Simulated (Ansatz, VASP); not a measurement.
One calculation of Os, two programs

```xyz
8
Lattice="4.9041 0.0000 0.0000 0.0000 4.9041 0.0000 0.0000 0.0000 4.9041" Properties=species:S:1:pos:R:3 pbc="T T T"
Os    2.4520    2.4520    2.4520
Os    0.0000    0.0000    0.0000
Os    1.2260    0.0000    2.4520
Os    2.4520    1.2260    0.0000
Os    2.4520    3.6780    0.0000
Os    3.6780    0.0000    2.4520
Os    0.0000    2.4520    3.6780
Os    0.0000    2.4520    1.2260
```

Alike in both runs: functional PBE; k mesh 4 × 4 × 4; occupations gaussian, width 0.1 eV; no spin polarisation.

Ansatz relaxed the structure, and its values are those at the end. VASP's run is a single point on that final structure, the one shown.

|  | VASP | Ansatz |
| --- | --- | --- |
| version | VASP 6.6.1 | Ansatz 0.2.0 |
| potentials or method | VASP PAW PBE potentials, release 64 (Os), cutoff 520 eV | scalar-relativistic, plane waves, PAW |
| valence electrons in the cell | 64 | 128 |

|  | VASP | Ansatz | Ansatz less VASP |
| --- | --- | --- | --- |
| gap on the k mesh at the Fermi level (eV) | none | none | - |
| pressure (GPa) | -0.1 | -0.1 | -0.02 |

A gap of «none» marks a metal or a gap that the smearing closes. VASP's potentials hold 64 valence electrons a cell and Ansatz's 128, so a difference there can come from the potentials and not from the codes.

Spin-orbit coupling is off throughout.
